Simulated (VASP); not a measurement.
# FeCl (Pmma) in VASP: notebook, part 2 of 2

VASP 6.6.1.

### 3 Single point, PBE, collinear spin, ferromagnetic start

This run uses another cell than the first one, of 18.45 Å³/atom.

Input file INCAR:

```
SYSTEM = FeCl
PREC = Accurate
ENCUT = 520
EDIFF = 1E-7
ISMEAR = 0
SIGMA = 0.1
LREAL = .False.
LASPH = .True.
NELM = 150
ALGO = Normal
ISIF = 2
LWAVE = .False.
LCHARG = .False.
ISPIN = 2
MAGMOM = 4 4 0 0
LORBIT = 11
LMAXMIX = 4
GGA = PE
NBANDS = 27
```

Input file KPOINTS:

```
Automatic mesh
0
Gamma
  4 6 4
  0 0 0
```

Input file POSCAR:

```
FeCl
1.0
    4.7805725434      0.0000000000      0.0000000000
    0.0000000000      3.1636141832      0.0000000000
    0.0000000000      0.0000000000      4.8810047397
Fe Cl
2 2
Direct
    0.7500000000      0.0000000000      0.6870000000
    0.2500000000      0.0000000000      0.3130000000
    0.7500000000      0.5000000000      0.1880000000
    0.2500000000      0.5000000000      0.8120000000
```

Potentials or basis: VASP PAW PBE potentials, release 64 (Fe, Cl).

The run is started by

```bash
$ cat potpaw_PBE.64/Fe/POTCAR potpaw_PBE.64/Cl/POTCAR > POTCAR
$ mpirun -np 1 vasp_std > vasp.out
```

OUTCAR:

```text
SYSTEM = FeCl
   PREC = Accurate
   ENCUT = 520
   EDIFF = 1E-7
   ISMEAR = 0
   LREAL = .False.
   LASPH = .True.
   NELM = 150
   ISIF = 2
   ISPIN = 2
   LORBIT = 11
   GGA = PE

 ion  position               nearest neighbor table
   1  0.750  0.000  0.687-   2 3.01   2 3.01
   2  0.250  0.000  0.313-   1 3.01   1 3.01
   3  0.750  0.500  0.188-
   4  0.250  0.500  0.812-

  LATTYP: Found a simple orthorhombic cell.
 ALAT       =     3.1636141832
 B/A-ratio  =     1.5111111111
 C/A-ratio  =     1.5428571428

  Lattice vectors:

 A1 = (   0.0000000000,  -3.1636141832,   0.0000000000)
 A2 = (   4.7805725434,   0.0000000000,   0.0000000000)
 A3 = (   0.0000000000,   0.0000000000,   4.8810047397)

Analysis of symmetry for initial positions (statically):
=====================================================================
 Subroutine PRICEL returns:
 Original cell was already a primitive cell.

 Routine SETGRP: Setting up the symmetry group for a
 simple orthorhombic supercell.

 Subroutine GETGRP returns: Found  8 space group operations
[... 1646 lines left out ...]
  --------------------------------------------------------------------------------------
  -------------------------------------------------------------------------------------
  Total       -2.0663877     -1.8688509     -2.8655198      0.0000000      0.0000000      0.0000000
  in kB      -44.8486875    -40.5613662    -62.1929768      0.0000000      0.0000000      0.0000000
  external PRESSURE =     -49.2010102 kB  Pullay stress =       0.0000000 kB

 VOLUME and BASIS-vectors are now :
 -----------------------------------------------------------------------------
  energy-cutoff  :      520.00
  volume of cell :       73.82
      direct lattice vectors                 reciprocal lattice vectors
     4.780572543  0.000000000  0.000000000     0.209179966  0.000000000  0.000000000
     0.000000000  3.163614183  0.000000000     0.000000000  0.316094170  0.000000000
     0.000000000  0.000000000  4.881004740     0.000000000  0.000000000  0.204875851

 POSITION                                       TOTAL-FORCE (eV/Angst)
 -----------------------------------------------------------------------------------
      3.58543      0.00000      3.35325        -0.000000     -0.000000     -0.215478
      1.19514      0.00000      1.52775        -0.000000     -0.000000      0.215478
      3.58543      1.58181      0.91763        -0.000000     -0.000000      0.827215
      1.19514      1.58181      3.96338         0.000000      0.000000     -0.827215
 -----------------------------------------------------------------------------------
    total drift:                                0.000000      0.000000      0.000000

  FREE ENERGIE OF THE ION-ELECTRON SYSTEM (eV)
  ---------------------------------------------------
  free  energy   TOTEN  =       -18.2100736899 eV

  energy  without entropy=      -18.1900978513  energy(sigma->0) =      -18.20008577

 total charge

# of ion       s       p       d       tot
------------------------------------------
    1        0.227   0.137   6.210   6.575
    2        0.227   0.137   6.210   6.575
    3        1.620   3.444   0.000   5.064
    4        1.620   3.444   0.000   5.064
--------------------------------------------------
tot          3.695   7.163  12.421  23.279

 magnetization (x)

# of ion       s       p       d       tot
------------------------------------------
    1       -0.000   0.001   3.029   3.030
    2       -0.000   0.001   3.029   3.030
    3        0.010   0.063   0.000   0.073
    4        0.010   0.063   0.000   0.073
--------------------------------------------------
tot          0.020   0.127   6.059   6.205
```

OSZICAR:

```text
N       E                     dE             d eps       ncg     rms          rms(c)
DAV:   1     0.241292462953E+03    0.24129E+03   -0.13067E+04  3888   0.115E+03
DAV:   2     0.100617881351E+02   -0.23123E+03   -0.21065E+03  3943   0.269E+02
DAV:   3    -0.182048185359E+02   -0.28267E+02   -0.26683E+02  4899   0.103E+02
DAV:   4    -0.192726823422E+02   -0.10679E+01   -0.10609E+01  4532   0.205E+01
DAV:   5    -0.193057382468E+02   -0.33056E-01   -0.33040E-01  5350   0.374E+00    0.198E+01
DAV:   6    -0.203553338058E+02   -0.10496E+01   -0.24848E+01  5267   0.556E+01    0.223E+01
DAV:   7    -0.181813082410E+02    0.21740E+01   -0.51218E+00  4854   0.412E+01    0.695E+00
DAV:   8    -0.181986151209E+02   -0.17307E-01   -0.88594E-01  5619   0.801E+00    0.350E+00
DAV:   9    -0.182113943941E+02   -0.12779E-01   -0.64613E-02  4477   0.170E+00    0.176E+00
DAV:  10    -0.182066879962E+02    0.47064E-02   -0.22677E-02  5651   0.162E+00    0.461E-01
DAV:  11    -0.182092507912E+02   -0.25628E-02   -0.68399E-03  5092   0.455E-01    0.238E-01
DAV:  12    -0.182099570411E+02   -0.70625E-03   -0.18963E-03  5274   0.280E-01    0.231E-01
DAV:  13    -0.182100395432E+02   -0.82502E-04   -0.13295E-03  5297   0.290E-01    0.809E-02
DAV:  14    -0.182100839609E+02   -0.44418E-04   -0.16192E-04  5143   0.893E-02    0.715E-02
DAV:  15    -0.182100746447E+02    0.93162E-05   -0.12910E-05  5828   0.419E-02    0.450E-02
DAV:  16    -0.182100740066E+02    0.63804E-06   -0.30873E-05  5177   0.544E-02    0.161E-02
DAV:  17    -0.182100737826E+02    0.22400E-06   -0.40921E-06  5319   0.204E-02    0.649E-03
DAV:  18    -0.182100736899E+02    0.92751E-07   -0.49482E-07  3679   0.537E-03
   1 F= -.18210074E+02 E0= -.18200086E+02  d E =-.199758E-01  mag=     6.3217
```

stdout:

```text
POSCAR found type information on POSCAR FeCl
 POSCAR found :  2 types and       4 ions
 scaLAPACK will be used
 LDA part: xc-table for (Slater+PW92), standard interpolation
 POSCAR, INCAR and KPOINTS ok, starting setup
 FFT: planning ... GRIDC
 FFT: planning ... GRID_SOFT
 FFT: planning ... GRID
 WAVECAR not read
 entering main loop
```

Wall time 48 s (1 thread of Intel Xeon 6975P-C (Granite Rapids), shared host); peak memory 0.26 GiB.

Results:

```
Free energy                                           : -18.2101 eV
Pressure                                              : -4.9 GPa
Largest force                                         : 0.827 eV/Å
Net moment                                            : 6.32 μB per cell
Site moments                                          : Fe +3.03; Cl +0.07 μB
Valence electrons inside the program's atomic spheres : Fe 6.58; Cl 5.06
```

Forces on the atoms (eV/Å):
```
Fe   0.000  0.000 -0.215
Fe   0.000  0.000  0.215
Cl   0.000  0.000  0.827
Cl   0.000  0.000 -0.827
```

Levels at points of the mesh, in eV from the Fermi level:
Spin up:
```csv
k point,band 14,band 15,band 16,band 17,band 18,band 19,band 20,band 21,band 22,band 23
"(0.00, 0.00, 0.00)",-3.00,-2.89,-2.87,-2.72,-2.06,-1.81,0.39,4.48,5.95,7.45
"(0.50, 0.00, 0.00)",-2.83,-2.46,-2.46,-2.38,-2.38,0.85,0.85,5.11,5.11,7.05
"(0.00, 0.50, 0.00)",-2.09,-2.05,-2.02,-1.94,-1.81,1.45,1.67,1.98,2.20,3.83
"(0.50, 0.50, 0.00)",-2.56,-2.08,-2.08,-1.83,-1.83,1.80,1.80,3.32,3.32,3.42
"(0.00, 0.00, 0.50)",-2.81,-2.52,-2.40,-2.18,-1.82,1.21,1.35,3.81,4.92,5.48
"(0.50, 0.00, 0.50)",-2.30,-2.13,-2.13,-2.08,-2.08,1.42,1.42,3.79,3.79,6.87
"(0.00, 0.50, 0.50)",-2.46,-2.41,-2.20,-1.96,-1.78,0.57,3.18,3.74,4.05,4.08
"(0.50, 0.50, 0.50)",-3.03,-2.95,-2.95,-1.88,-1.88,0.45,0.45,4.74,4.74,6.35
```
Spin down:
| k point | band 10 | band 11 | band 12 | band 13 | band 14 | band 15 |
| --- | --- | --- | --- | --- | --- | --- |
| (0.00, 0.00, 0.00) | -1.79 | -1.52 | -1.24 | 0.18 | 0.19 | 0.42 |
| (0.50, 0.00, 0.00) | -1.35 | -0.75 | -0.75 | 0.31 | 0.31 | 0.51 |
| (0.00, 0.50, 0.00) | -0.29 | 0.00 | 0.23 | 0.61 | 0.61 | 0.94 |
| (0.50, 0.50, 0.00) | -1.07 | 0.03 | 0.03 | 0.31 | 0.31 | 0.58 |
| (0.00, 0.00, 0.50) | -1.33 | -1.06 | 0.16 | 0.25 | 0.46 | 0.49 |
| (0.50, 0.00, 0.50) | -1.30 | -0.46 | -0.46 | 0.80 | 0.80 | 0.87 |
| (0.00, 0.50, 0.50) | -0.70 | -0.59 | -0.36 | -0.24 | 0.34 | 0.36 |
| (0.50, 0.50, 0.50) | -1.68 | -0.03 | -0.03 | 0.09 | 0.09 | 0.29 |

Caveat: the cell stands under tension; semilocal functionals often make such compounds metallic where correlation or magnetic order opens a gap, which also shifts bond lengths; only a ferromagnetic start was run, and an antiferromagnetic order may lie lower in energy. With open d or f shells a metallic result of PBE can be an artefact of self-interaction; +U or a hybrid may open a gap.

### 4 Single point, PBE, collinear spin, ferromagnetic start

This run uses another cell than the first one, of 20.25 Å³/atom.

Input file INCAR:

```
SYSTEM = FeCl
PREC = Accurate
ENCUT = 520
EDIFF = 1E-6
ISMEAR = 0
SIGMA = 0.1
LREAL = .FALSE.
LASPH = .TRUE.
NELM = 150
ALGO = Normal
ISIF = 2
LWAVE = .FALSE.
LCHARG = .TRUE.
ISPIN = 2
MAGMOM = 3.38 3.38 0 0
LORBIT = 11
LMAXMIX = 4
GGA = PE
LELF = .TRUE.
LVHAR = .TRUE.
NBANDS = 27
```

Input file KPOINTS:

```
Automatic mesh
0
G
  4 6 4
  0 0 0
```

Input file POSCAR:

```
FeCl
1.0
    3.0713889414      0.0000000000      0.0000000000
    0.0000000000      3.0816389395      0.0000000000
    0.0000000000      0.0000000000      8.5573816772
Fe Cl
2 2
Direct
    0.7500000000      0.0000000000      0.6159277128
    0.2500000000      0.0000000000      0.3840722872
    0.7500000000      0.5000000000      0.2330269430
    0.2500000000      0.5000000000      0.7669730570
```

The run is started by

```bash
$ cat potpaw_PBE.64/Fe/POTCAR potpaw_PBE.64/Cl/POTCAR > POTCAR
$ mpirun -np 1 vasp_std > vasp.out
```

It took 52 s on 1 thread of Intel Xeon 6975P-C (Granite Rapids), shared host; peak memory 0.28 GiB.

It converged, with:

```yaml
Free_energy: -20.4573 eV
Pressure: -0.1 GPa
Largest_force: 0.032 eV/Å
Net_moment: 6.42 μB per cell
Site_moments: Fe +3.04; Cl +0.12 μB
Valence_electrons_inside_the_program's_atomic_spheres: Fe 6.78; Cl 5.11
```

Forces in eV/Å, atoms in the order of the input:
```
Fe   0.000  0.000  0.010
Fe   0.000  0.000 -0.010
Cl   0.000  0.000  0.032
Cl   0.000  0.000 -0.032
```

Levels at points of the mesh, in eV from the Fermi level:
Spin up:
```
           k point  band 15  band 16  band 17  band 18  band 19  band 20  band 21  band 22
(0.00, 0.00, 0.00)    -1.93    -1.90    -1.38    -1.24    -0.70     3.90     4.74     6.63
(0.50, 0.00, 0.00)    -2.00    -2.00    -1.11    -1.11     2.07     2.07     5.86     5.86
(0.00, 0.50, 0.00)    -1.70    -1.65    -1.19    -1.03     0.37     3.07     6.07     6.71
(0.50, 0.50, 0.00)    -1.53    -1.53    -1.27    -1.27     2.62     2.62     4.08     4.08
(0.00, 0.00, 0.50)    -1.91    -1.89    -1.25    -0.97    -0.71     3.28     5.11     6.59
(0.50, 0.00, 0.50)    -2.01    -2.01    -1.11    -1.11     1.91     1.91     6.64     6.64
(0.00, 0.50, 0.50)    -1.70    -1.65    -1.17    -1.04     0.42     3.34     5.13     6.81
(0.50, 0.50, 0.50)    -1.54    -1.54    -1.29    -1.29     2.56     2.56     4.25     4.25
```
Spin down:
```
           k point  band 9  band 10  band 11  band 12  band 13  band 14  band 15  band 16
(0.00, 0.00, 0.00)   -1.99    -1.30    -1.08    -0.29     0.21     0.57     0.79     0.82
(0.50, 0.00, 0.00)   -1.58    -1.58    -0.71    -0.71     0.41     0.41     1.07     1.07
(0.00, 0.50, 0.00)   -1.49    -1.36    -1.17    -0.76     0.64     0.91     1.04     1.04
(0.50, 0.50, 0.00)   -1.20    -1.20     0.21     0.21     0.94     0.94     1.11     1.11
(0.00, 0.00, 0.50)   -1.87    -1.31    -0.85    -0.28     0.08     0.57     0.82     0.87
(0.50, 0.00, 0.50)   -1.60    -1.60    -0.73    -0.73     0.41     0.41     1.08     1.08
(0.00, 0.50, 0.50)   -1.44    -1.31    -1.20    -0.76     0.65     0.91     1.03     1.04
(0.50, 0.50, 0.50)   -1.19    -1.19     0.24     0.24     0.94     0.94     1.09     1.09
```

Caveat: the k points lie up to 0.51 Å⁻¹ apart; this functional lacks dispersion, which binds the layers, so the pressure and a relaxed spacing across them are unreliable; semilocal functionals often make such compounds metallic where correlation or magnetic order opens a gap, which also shifts bond lengths; only a ferromagnetic start was run, and an antiferromagnetic order may lie lower in energy. With open d or f shells a metallic result of PBE can be an artefact of self-interaction; +U or a hybrid may open a gap.

### 5 Summary

```csv
cell,k mesh,gap on the mesh (eV),pressure (GPa),moment (μB),largest force (eV/Å)
"a = 3.058, b = 3.077, c = 8.625 Å, 4 atoms, atomic positions A",6 × 6 × 2,none,0.0,6.57,0.02
"a = 4.781, b = 3.164, c = 4.881 Å, 4 atoms, atomic positions B",4 × 6 × 4,none,-4.9,6.32,0.83
"a = 3.071, b = 3.082, c = 8.557 Å, 4 atoms, atomic positions C",4 × 6 × 4,none,-0.1,6.42,0.03
```

Alike in all rows: task single point; level PBE; potentials or basis VASP PAW PBE potentials, release 64 (Fe, Cl); spin collinear, ferromagnetic start; cutoff (eV) 520; smearing gaussian 0.1 eV.

Caveats: some runs use coarse meshes; semilocal functionals often make such compounds metallic where correlation or magnetic order opens a gap, which also shifts bond lengths; only a ferromagnetic start was run, and an antiferromagnetic order may lie lower in energy; this functional lacks dispersion, which binds the layers, so the pressure and a relaxed spacing across them are unreliable (at least some runs); the cell stands under tension (at least some runs).

Absolute energies hang on the potentials; compare differences alone.
